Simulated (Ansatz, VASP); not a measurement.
# One calculation of La2O3, two programs

Contents of INCAR:

```
PREC = Accurate ; ENCUT = 600
EDIFF = 1E-6 ; ISMEAR = -1
SIGMA = 0.02 ; LREAL = False
LASPH = True ; NELM = 80
ALGO = Normal ; ISIF = 3
LWAVE = False ; LCHARG = False
GGA = PE ; IVDW = 12
IBRION = 2 ; NSW = 80
EDIFFG = -0.005
```

KPOINTS

```
regular mesh
0
Gamma
  6 6 4
```

POSCAR

```
La2O3
1.0
    3.9307780000      0.0000000000      0.0000000000
   -1.9653890000      3.4041530000      0.0000000000
    0.0000000000      0.0000000000      6.1119540000
La O
2 3
Direct
    0.6666666667      0.3333333333      0.7537640000
    0.3333333333      0.6666666667      0.2462360000
    0.6666666667      0.3333333333      0.3541090000
    0.3333333333      0.6666666667      0.6458910000
    0.0000000000      0.0000000000      0.0000000000
```

Input for Ansatz:

```yaml
crystal:
  lattice:
    - [3.930778, 0.0, 0.0]
    - [-1.965389, 3.404153, 0.0]
    - [0.0, 0.0, 6.111954]
  atoms:
    - { symbol: La, position: [0.6666666666666666, 0.3333333333333333, 0.753764] }
    - { symbol: La, position: [0.3333333333333333, 0.6666666666666666, 0.246236] }
    - { symbol: O, position: [0.6666666666666666, 0.3333333333333333, 0.354109] }
    - { symbol: O, position: [0.3333333333333333, 0.6666666666666666, 0.645891] }
    - { symbol: O, position: [0.0, 0.0, 0.0] }
basis:
  ecutwfc: 550.0
kpoints:
  mp_grid:
    grid: [6, 6, 4]
hamiltonian:
  xc: pbe
  dispersion: d3bj
scf:
  occupations:
    method: fermi_dirac
    width: 0.02
relax:
  f_tol: 0.005
  cell: {}
```

Alike in both runs: task relaxation of cell and atoms; functional PBE; dispersion D3(BJ); k mesh 6 × 6 × 4; occupations fermi-dirac, width 0.02 eV; no spin polarisation.

```csv
,VASP,Ansatz
version,VASP 6.6.1,Ansatz 0.2.0
potentials or method,"VASP PAW PBE potentials, release 64 (La, O), cutoff 600 eV","plane waves, PAW"
valence electrons in the cell,40,40
```

Ansatz gave:

```
relaxed volume (Å³/atom)                                     : 16.26
relaxed cell length with the largest relative difference (Å) : 3.922
```

Which values does VASP return?

Relaxed volume (Å³/atom): 16.20; relaxed cell length with the largest relative difference (Å): 3.918.

Neither program's run includes spin-orbit coupling.
